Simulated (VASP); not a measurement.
**SnSe: single point with r2SCAN**

The system is SnSe.

```
CELL_PARAMETERS angstrom
0.00000 3.02000 3.02000
3.02000 0.00000 3.02000
3.02000 3.02000 0.00000
ATOMIC_POSITIONS crystal
Sn 0.00000 0.00000 0.00000
Se 0.50000 0.50000 0.50000
```

```
Program                : VASP 6.6.1
Task                   : single point
Functional             : r2SCAN
Potentials or basis    : VASP PAW PBE potentials, release 64 (Sn_d, Se)
Cutoff                 : 520 eV
k mesh                 : 6 × 6 × 6
Occupations            : gaussian, width 0.01 eV
Spin                   : no spin polarisation
Dipole correction      : no
Further INCAR settings : ALGO = Normal; EDIFF = 1e-06; NBANDS = 17
```

```yaml
Pressure: -0.9 GPa
Band_gap_on_the_k_mesh: 0.41 eV, direct
```

Levels at points of the mesh, in eV from the valence-band top:
| k point | band 7 | band 8 | band 9 | band 10 | band 11 | band 12 | band 13 | band 14 |
| --- | --- | --- | --- | --- | --- | --- | --- | --- |
| (0.00, 0.00, 0.00) | -5.30 | -2.62 | -2.62 | -2.62 | 4.31 | 4.31 | 4.31 | 6.05 |
| (0.50, 0.00, 0.00) | -8.53 | -2.36 | -2.36 | 0.00 | 0.41 | 1.14 | 1.14 | 8.53 |
| (0.50, 0.50, 0.00) | -6.36 | -5.88 | -4.06 | -4.06 | 3.14 | 5.39 | 5.39 | 6.07 |

It took 36 s on 1 thread of Intel(R) Xeon(R) Platinum 8488C (Sapphire Rapids) (shared host), peak memory 0.18 GiB.

Caveat: the PAW data sets were made with another functional, which shifts forces and pressure a little; spin-orbit coupling is left out, which moves the levels of the heavy elements. A k mesh can miss the band edges.
